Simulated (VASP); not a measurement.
# La2O3 (P-3m1) in VASP: further runs, part 2 of 2

VASP 6.6.1.

### Step 3. Single point, PBE

This run uses another cell than the first one, of 16.64 Å³/atom.

The input, INCAR:

```
PREC = Accurate ; ENCUT = 520
EDIFF = 1E-6 ; ISMEAR = 0
SIGMA = 0.02 ; LREAL = False
LASPH = True ; NELM = 60
ALGO = Normal ; ISIF = 2
LWAVE = False ; LCHARG = False
GGA = PE ; NBANDS = 28
```

The input, KPOINTS:

```
Automatic mesh
0
Gamma
  6 6 4
```

The input, POSCAR:

```
La2O3
1.0
    3.9404102638      0.0000000000      0.0000000000
   -1.9702051319      3.4124953898      0.0000000000
    0.0000000000      0.0000000000      6.1875162698
La O
2 3
Direct
    0.6666666667      0.3333333333      0.7526282407
    0.3333333333      0.6666666667      0.2473717593
    0.6666666667      0.3333333333      0.3546987147
    0.3333333333      0.6666666667      0.6453012853
    0.0000000000      0.0000000000      0.0000000000
```

Potentials or basis: VASP PAW PBE potentials, release 64 (La, O).

Started as:

```bash
$ cat potpaw_PBE.64/La/POTCAR potpaw_PBE.64/O/POTCAR > POTCAR
$ mpirun -np 1 vasp_std > vasp.out
```

OUTCAR:

```text
PREC = Accurate
   ENCUT = 520
   EDIFF = 1E-6
   ISMEAR = 0
   LREAL = False
   LASPH = True
   NELM = 60
   ISIF = 2
   GGA = PE

 ion  position               nearest neighbor table
   1  0.667  0.333  0.753-   4 2.37   4 2.37   4 2.37   3 2.46   5 2.74   5 2.74   5 2.74
   2  0.333  0.667  0.247-   3 2.37   3 2.37   3 2.37   4 2.46   5 2.74   5 2.74   5 2.74
   3  0.667  0.333  0.355-   2 2.37   2 2.37   2 2.37   1 2.46
   4  0.333  0.667  0.645-   1 2.37   1 2.37   1 2.37   2 2.46
   5  0.000  0.000  0.000-   1 2.74   2 2.74   1 2.74   2 2.74   1 2.74   2 2.74

  LATTYP: Found a hexagonal cell.
 ALAT       =     3.9404102638
 C/A-ratio  =     1.5702720924

  Lattice vectors:

 A1 = (   3.9404102638,   0.0000000000,   0.0000000000)
 A2 = (  -1.9702051319,   3.4124953898,   0.0000000000)
 A3 = (   0.0000000000,   0.0000000000,   6.1875162698)

Analysis of symmetry for initial positions (statically):
=====================================================================
 Subroutine PRICEL returns:
 Original cell was already a primitive cell.

 Routine SETGRP: Setting up the symmetry group for a
 hexagonal supercell.

 Subroutine GETGRP returns: Found 12 space group operations
 (whereof 12 operations were pure point group operations)
 out of a pool of 24 trial point group operations.

The static configuration has the point symmetry D_3d.

Analysis of symmetry for dynamics (positions and initial velocities):
=====================================================================
 Subroutine PRICEL returns:
 Original cell was already a primitive cell.

 Routine SETGRP: Setting up the symmetry group for a
 hexagonal supercell.

 Subroutine GETGRP returns: Found 12 space group operations
 (whereof 12 operations were pure point group operations)
 out of a pool of 24 trial point group operations.

The dynamic configuration has the point symmetry D_3d.

 Subroutine INISYM returns: Found 12 space group operations
 (whereof 12 operations are pure point group operations),
 and found     1 'primitive' translations

----------------------------------------------------------------------------------------

                                     Primitive cell

  volume of cell :      83.2013

  direct lattice vectors                    reciprocal lattice vectors
     3.940410264  0.000000000  0.000000000     0.253780681  0.146520344  0.000000000
    -1.970205132  3.412495390  0.000000000     0.000000000  0.293040689  0.000000000
     0.000000000  0.000000000  6.187516270     0.000000000  0.000000000  0.161615737

  length of vectors
     3.940410264  3.940410264  6.187516270     0.293040689  0.293040689  0.161615737

  position of ions in fractional coordinates (direct lattice)
     0.666666667  0.333333333  0.752628241
     0.333333333  0.666666667  0.247371759
     0.666666667  0.333333333  0.354698715
     0.333333333  0.666666667  0.645301285
     0.000000000  0.000000000  0.000000000

  ion indices of the primitive-cell ions
   primitive index   ion index
                 1           1
                 2           2
                 3           3
[... 23 lines left out ...]

 Subroutine IBZKPT returns following result:
 ===========================================

 Found     24 irreducible k-points:

 Following reciprocal coordinates:
            Coordinates               Weight
  0.000000  0.000000  0.000000      1.000000
  0.166667  0.000000  0.000000      6.000000
  0.333333  0.000000  0.000000      6.000000
  0.500000  0.000000  0.000000      3.000000
  0.166667  0.166667  0.000000      6.000000
  0.333333  0.166667  0.000000     12.000000
[... 16 lines left out ...]
  0.333333  0.166667  0.500000     12.000000
  0.333333  0.333333  0.500000      2.000000
   k-points           NKPTS =     24   k-points in BZ     NKDIM =     24   number of bands    NBANDS=     28
   number of dos      NEDOS =    301   number of ions     NIONS =      5
   total plane-waves  NPLWV =  43200
   dimension x,y,z NGX =    30 NGY =   30 NGZ =   48
   dimension x,y,z NGXF=    60 NGYF=   60 NGZF=   96
   ions per type =               2   3
   NGX,Y,Z   is equivalent  to a cutoff of  12.66, 12.66, 12.90 a.u.
   NGXF,Y,Z  is equivalent  to a cutoff of  25.31, 25.31, 25.79 a.u.
 SYSTEM =  unknown system
   PREC   = accura    normal or accurate (medium, high low for compatibility)
   ISTART =      0    job   : 0-new  1-cont  2-samecut
   ICHARG =      2    charge: 1-file 2-atom 10-const
   ISPIN  =      1    spin polarized calculation?
   LNONCOLLINEAR =      F non collinear calculations
   LSORBIT =      F    spin-orbit coupling
   LASPH  =      T    aspherical Exc in radial PAW
   ENCUT  =  520.0 eV  38.22 Ry    6.18 a.u.   7.33  7.33 11.50*2*pi/ulx,y,z
   NELM   =     60;   NELMIN=  2; NELMDL= -5     # of ELM steps
   EDIFF  = 0.1E-05   stopping-criterion for ELM
   LREAL  =      F    real-space projection
   EDIFFG = 0.1E-04   stopping-criterion for IOM
   NSW    =      0    number of steps for IOM
   IBRION =     -1    ionic relax: 0-MD 1-quasi-New 2-CG
   NFREE  =      0    steps in history (QN), initial steepest desc. (CG)
   ISIF   =      2    stress and relaxation
   ISYM   =      2    0-nonsym 1-usesym 2-fastsym
   POTIM  = 0.5000    time-step for ionic-motion
   TEBEG  =    0.0;   TEEND  =   0.0 temperature during run
   PSTRESS=    0.0 pullay stress
   NELECT =      40.0000    total number of electrons
   NUPDOWN=      -1.0000    fix difference up-down
   EMIN   =  10.00;   EMAX   =-10.00  energy-range for DOS
   EFERMI =   0.00;   METHOD = LEGACY
   ISMEAR =     0;   SIGMA  =   0.02  broadening in eV -4-tet -1-fermi 0-gaus
   EFERMI_NEDOS =   21; number of points for ismear=-14 and -15
   IALGO  =     38    algorithm
   IMIX   =      4    mixing-type and parameters
     AMIX     =   0.40;   BMIX     =  1.00
     AMIX_MAG =   1.60;   BMIX_MAG =  1.00
  volume/ion in A,a.u.               =      16.64       112.29
  Fermi-wavevector in a.u.,A,eV,Ry     =   1.282483  2.423541 22.378346  1.644762
  Thomas-Fermi vector in A             =   2.414792
   LORBIT       =      0    0 simple, 1 ext, 2 COOP (PROOUT), +10 PAW based schemes
   GGA     = PE    functional components
   LHFCALC =     F    Hartree Fock is set to
   AEXX    =    0.0000 exact exchange contribution
   IVDW    =     0    specifies the selected vdW correction
   LEPSILON=     F    determine dielectric tensor
   LRPA    =     F    only Hartree local field effects (RPA)
 non-spin polarized calculation
 Gauss-broadening in eV      SIGMA  =   0.02
  energy-cutoff  :      520.00
  volume of cell :       83.20
 maximum number of plane-waves:      2273
 NGX is ok and might be reduce to    30
   NGX = 15   NGY = 15   NGZ = 23

 number of electron      39.9999988 magnetization

 Free energy of the ion-electron system (eV)
  ---------------------------------------------------
  ext. energy  EPLUGINS =         0.00000000
  ---------------------------------------------------
  free energy    TOTEN  =       -41.82512298 eV

  energy without entropy =      -41.82512298  energy(sigma->0) =      -41.82512298

 E-fermi :   5.9698     XC(G=0): -10.3859

 val. band max:        5.8009018051   @ k =   0.5000   0.0000   0.5000
 cond. band min:       9.6520589173   @ k =   0.5000   0.0000   0.0000
 fundamental gap:      3.8511571122
 Fermi energy:         5.9698377566

 k-point     1 :       0.0000    0.0000    0.0000
  band No.  band energies     occupation
      1     -24.0569      2.00000
      2     -23.8380      2.00000
      3     -11.0742      2.00000
      4      -9.8471      2.00000
      5      -9.3891      2.00000
      6      -7.5211      2.00000
[... 733 lines left out ...]
     27      11.1313      0.00000
     28      11.1522      0.00000

------------------------ aborting loop because EDIFF is reached ----------------------------------------

  FORCE on cell =-STRESS in cart. coord.  units (eV):
  Direction    XX          YY          ZZ          XY          YZ          ZX
  --------------------------------------------------------------------------------------
  -------------------------------------------------------------------------------------
  Total       -0.1531559     -0.1531559     -0.1186985      0.0000000     -0.0000000      0.0000000
  in kB       -2.9492700     -2.9492700     -2.2857360      0.0000000     -0.0000000      0.0000000
  external PRESSURE =      -2.7280920 kB  Pullay stress =       0.0000000 kB

 VOLUME and BASIS-vectors are now :
 -----------------------------------------------------------------------------
  energy-cutoff  :      520.00
  volume of cell :       83.20
      direct lattice vectors                 reciprocal lattice vectors
     3.940410264  0.000000000  0.000000000     0.253780681  0.146520344  0.000000000
    -1.970205132  3.412495390  0.000000000     0.000000000  0.293040689  0.000000000
     0.000000000  0.000000000  6.187516270     0.000000000  0.000000000  0.161615737

 POSITION                                       TOTAL-FORCE (eV/Angst)
 -----------------------------------------------------------------------------------
      1.97021      1.13750      4.65690         0.000000     -0.000000     -0.012585
     -0.00000      2.27500      1.53062        -0.000000      0.000000      0.012585
      1.97021      1.13750      2.19470         0.000000     -0.000000     -0.004579
     -0.00000      2.27500      3.99281        -0.000000      0.000000      0.004579
      0.00000      0.00000      0.00000         0.000000      0.000000      0.000000
 -----------------------------------------------------------------------------------
    total drift:                                0.000000      0.000000      0.000000

  FREE ENERGIE OF THE ION-ELECTRON SYSTEM (eV)
  ---------------------------------------------------
  free  energy   TOTEN  =       -41.8251229843 eV

  energy  without entropy=      -41.8251229843  energy(sigma->0) =      -41.82512298
```

OSZICAR:

```text
N       E                     dE             d eps       ncg     rms          rms(c)
DAV:   1     0.475847255415E+03    0.47585E+03   -0.15443E+04  1384   0.219E+03
DAV:   2     0.853442096102E+02   -0.39050E+03   -0.37020E+03  1792   0.353E+02
DAV:   3    -0.329725475088E+02   -0.11832E+03   -0.11408E+03  2172   0.203E+02
DAV:   4    -0.465842491777E+02   -0.13612E+02   -0.13571E+02  2276   0.730E+01
DAV:   5    -0.475205104087E+02   -0.93626E+00   -0.93556E+00  2328   0.208E+01    0.149E+01
DAV:   6    -0.418617264673E+02    0.56588E+01   -0.50824E+01  2152   0.380E+01    0.759E+00
DAV:   7    -0.418258862555E+02    0.35840E-01   -0.55692E+00  2608   0.209E+01    0.348E+00
DAV:   8    -0.418248861834E+02    0.10001E-02   -0.58976E-01  2328   0.580E+00    0.125E+00
DAV:   9    -0.418212057768E+02    0.36804E-02   -0.97373E-02  2432   0.231E+00    0.360E-01
DAV:  10    -0.418237190459E+02   -0.25133E-02   -0.28705E-02  2304   0.103E+00    0.176E-01
DAV:  11    -0.418249579641E+02   -0.12389E-02   -0.89218E-03  2456   0.662E-01    0.130E-01
DAV:  12    -0.418250806854E+02   -0.12272E-03   -0.25287E-03  2048   0.309E-01    0.557E-02
DAV:  13    -0.418251191634E+02   -0.38478E-04   -0.11249E-03  2440   0.211E-01    0.237E-02
DAV:  14    -0.418251241923E+02   -0.50288E-05   -0.16640E-04  2184   0.901E-02    0.123E-02
DAV:  15    -0.418251226625E+02    0.15298E-05   -0.37623E-05  2376   0.433E-02    0.290E-03
DAV:  16    -0.418251229843E+02   -0.32185E-06   -0.55339E-06  2000   0.142E-02
   1 F= -.41825123E+02 E0= -.41825123E+02  d E =-.242662E-34
```

stdout:

```text
POSCAR found type information on POSCAR LaO
 POSCAR found :  2 types and       5 ions
 scaLAPACK will be used
 LDA part: xc-table for (Slater+PW92), standard interpolation
 POSCAR, INCAR and KPOINTS ok, starting setup
 FFT: planning ... GRIDC
 FFT: planning ... GRID_SOFT
 FFT: planning ... GRID
 WAVECAR not read
 entering main loop
```

It took 2.5 min on 1 thread of Intel Xeon 8259CL, shared host; peak memory 0.23 GiB.

What came out:

```yaml
Free_energy: -41.8251 eV
Pressure: -0.3 GPa
Largest_force: 0.013 eV/Å
Band_gap_on_the_k_mesh: 3.85 eV (least direct gap 3.98 eV)
```

Forces in eV/Å, atoms in the order of the input:
```
La   0.000  0.000 -0.013
La   0.000  0.000  0.013
O    0.000  0.000 -0.005
O    0.000  0.000  0.005
O    0.000  0.000  0.000
```

Caveat: spin-orbit coupling is left out, which moves the levels of the heavy elements. A k mesh can miss the band edges.

### Step 4. Single point, PBE

This run uses another cell than the first one, of 16.64 Å³/atom.

The input, INCAR:

```
SYSTEM = La2O3
PREC = Accurate
ENCUT = 520
EDIFF = 1E-6
ISMEAR = 0
SIGMA = 0.02
LREAL = .FALSE.
LASPH = .TRUE.
NELM = 80
ALGO = Normal
ISIF = 2
LWAVE = .FALSE.
LCHARG = .FALSE.
GGA = PE
NBANDS = 28
```

The input, KPOINTS:

```
Automatic mesh
0
G
  6 6 4
  0 0 0
```

POSCAR is that of step 3.

Potentials or basis: VASP PAW PBE potentials, release 64 (La, O).

Started as:

```bash
$ cat potpaw_PBE.64/La/POTCAR potpaw_PBE.64/O/POTCAR > POTCAR
$ mpirun -np 1 vasp_std > vasp.out
```

OUTCAR:

```text
SYSTEM = La2O3
   PREC = Accurate
   ENCUT = 520
   EDIFF = 1E-6
   ISMEAR = 0
   LREAL = .FALSE.
   LASPH = .TRUE.
   NELM = 80
   ISIF = 2
   GGA = PE

 ion  position               nearest neighbor table
   1  0.667  0.333  0.753-   4 2.37   4 2.37   4 2.37   3 2.46   5 2.74   5 2.74   5 2.74
   2  0.333  0.667  0.247-   3 2.37   3 2.37   3 2.37   4 2.46   5 2.74   5 2.74   5 2.74
   3  0.667  0.333  0.355-   2 2.37   2 2.37   2 2.37   1 2.46
   4  0.333  0.667  0.645-   1 2.37   1 2.37   1 2.37   2 2.46
   5  0.000  0.000  0.000-   1 2.74   2 2.74   1 2.74   2 2.74   1 2.74   2 2.74

  LATTYP: Found a hexagonal cell.
 ALAT       =     3.9404102638
 C/A-ratio  =     1.5702720924

  Lattice vectors:

 A1 = (   3.9404102638,   0.0000000000,   0.0000000000)
 A2 = (  -1.9702051319,   3.4124953898,   0.0000000000)
 A3 = (   0.0000000000,   0.0000000000,   6.1875162698)

Analysis of symmetry for initial positions (statically):
=====================================================================
 Subroutine PRICEL returns:
 Original cell was already a primitive cell.

 Routine SETGRP: Setting up the symmetry group for a
 hexagonal supercell.

 Subroutine GETGRP returns: Found 12 space group operations
 (whereof 12 operations were pure point group operations)
 out of a pool of 24 trial point group operations.

The static configuration has the point symmetry D_3d.

Analysis of symmetry for dynamics (positions and initial velocities):
=====================================================================
 Subroutine PRICEL returns:
 Original cell was already a primitive cell.

 Routine SETGRP: Setting up the symmetry group for a
 hexagonal supercell.

 Subroutine GETGRP returns: Found 12 space group operations
 (whereof 12 operations were pure point group operations)
 out of a pool of 24 trial point group operations.

[... 123 lines left out ...]
   IMIX   =      4    mixing-type and parameters
     AMIX     =   0.40;   BMIX     =  1.00
     AMIX_MAG =   1.60;   BMIX_MAG =  1.00
  volume/ion in A,a.u.               =      16.64       112.29
  Fermi-wavevector in a.u.,A,eV,Ry     =   1.282483  2.423541 22.378346  1.644762
  Thomas-Fermi vector in A             =   2.414792
   LORBIT       =      0    0 simple, 1 ext, 2 COOP (PROOUT), +10 PAW based schemes
   GGA     = PE    functional components
   LHFCALC =     F    Hartree Fock is set to
   AEXX    =    0.0000 exact exchange contribution
   IVDW    =     0    specifies the selected vdW correction
   LEPSILON=     F    determine dielectric tensor
   LRPA    =     F    only Hartree local field effects (RPA)
 non-spin polarized calculation
 Gauss-broadening in eV      SIGMA  =   0.02
  energy-cutoff  :      520.00
  volume of cell :       83.20
 maximum number of plane-waves:      2273
 NGX is ok and might be reduce to    30
   NGX = 15   NGY = 15   NGZ = 23

 number of electron      39.9999988 magnetization

 Free energy of the ion-electron system (eV)
  ---------------------------------------------------
  ext. energy  EPLUGINS =         0.00000000
  ---------------------------------------------------
  free energy    TOTEN  =       -41.82512298 eV

  energy without entropy =      -41.82512298  energy(sigma->0) =      -41.82512298

 E-fermi :   5.9698     XC(G=0): -10.3859

 val. band max:        5.8009018051   @ k =   0.5000   0.0000   0.5000
 cond. band min:       9.6520589173   @ k =   0.5000   0.0000   0.0000
 fundamental gap:      3.8511571122
 Fermi energy:         5.9698377566

 k-point     1 :       0.0000    0.0000    0.0000
  band No.  band energies     occupation
      1     -24.0569      2.00000
      2     -23.8380      2.00000
      3     -11.0742      2.00000
      4      -9.8471      2.00000
      5      -9.3891      2.00000
      6      -7.5211      2.00000
[... 733 lines left out ...]
     27      11.1313      0.00000
     28      11.1522      0.00000

------------------------ aborting loop because EDIFF is reached ----------------------------------------

  FORCE on cell =-STRESS in cart. coord.  units (eV):
  Direction    XX          YY          ZZ          XY          YZ          ZX
  --------------------------------------------------------------------------------------
  -------------------------------------------------------------------------------------
  Total       -0.1531559     -0.1531559     -0.1186985      0.0000000     -0.0000000      0.0000000
  in kB       -2.9492700     -2.9492700     -2.2857360      0.0000000     -0.0000000      0.0000000
  external PRESSURE =      -2.7280920 kB  Pullay stress =       0.0000000 kB

 VOLUME and BASIS-vectors are now :
 -----------------------------------------------------------------------------
  energy-cutoff  :      520.00
  volume of cell :       83.20
      direct lattice vectors                 reciprocal lattice vectors
     3.940410264  0.000000000  0.000000000     0.253780681  0.146520344  0.000000000
    -1.970205132  3.412495390  0.000000000     0.000000000  0.293040689  0.000000000
     0.000000000  0.000000000  6.187516270     0.000000000  0.000000000  0.161615737

 POSITION                                       TOTAL-FORCE (eV/Angst)
 -----------------------------------------------------------------------------------
      1.97021      1.13750      4.65690         0.000000     -0.000000     -0.012585
     -0.00000      2.27500      1.53062        -0.000000      0.000000      0.012585
      1.97021      1.13750      2.19470         0.000000     -0.000000     -0.004579
     -0.00000      2.27500      3.99281        -0.000000      0.000000      0.004579
      0.00000      0.00000      0.00000         0.000000      0.000000      0.000000
 -----------------------------------------------------------------------------------
    total drift:                                0.000000      0.000000      0.000000

  FREE ENERGIE OF THE ION-ELECTRON SYSTEM (eV)
  ---------------------------------------------------
  free  energy   TOTEN  =       -41.8251229843 eV

  energy  without entropy=      -41.8251229843  energy(sigma->0) =      -41.82512298
```

Run time: 2.7 min. Hardware: 1 thread of Intel Xeon 8259CL, shared host; peak memory 0.23 GiB.

What came out:

```yaml
Free_energy: -41.8251 eV
Pressure: -0.3 GPa
Largest_force: 0.013 eV/Å
Band_gap_on_the_k_mesh: 3.85 eV (least direct gap 3.98 eV)
```

Forces on the atoms (eV/Å):
```
La   0.000  0.000 -0.013
La   0.000  0.000  0.013
O    0.000  0.000 -0.005
O    0.000  0.000  0.005
O    0.000  0.000  0.000
```

Caveat: spin-orbit coupling is left out, which moves the levels of the heavy elements. A k mesh can miss the band edges.
